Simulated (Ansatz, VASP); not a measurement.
# C: VASP beside Ansatz

```
CELL_PARAMETERS angstrom
2.44500 0.00000 0.00000
-1.22250 2.11743 0.00000
0.00000 0.00000 6.61046
ATOMIC_POSITIONS crystal
C 0.00000 0.00000 0.25000
C 0.00000 0.00000 0.75000
C 0.33333 0.66667 0.25000
C 0.66667 0.33333 0.75000
```

Alike in both runs: task single point; functional LDA; k mesh 15 × 15 × 5; no spin polarisation.

|  | VASP | Ansatz |
| --- | --- | --- |
| version | VASP 6.6.1 | Ansatz 0.2.0 |
| potentials or method | VASP PAW LDA potentials, release 64 (C), cutoff 520 eV | plane waves (420 eV) with PAW, scalar-relativistic |
| occupations | methfessel-paxton of order 1, width 0.2 eV | cold, width 0.2 eV |
| valence electrons in the cell | 16 | 16 |

```csv
,VASP,Ansatz,Ansatz less VASP
pressure (GPa),0.8,0.0,-0.82
"traceless stress, the component that is largest in VASP (GPa)",-0.83,0.11,+0.940
```

Ansatz warns that its potentials were made for another functional, while VASP's fit it. LDA's correlation is that of Perdew and Zunger in VASP and of Perdew and Wang (1992) in Ansatz.
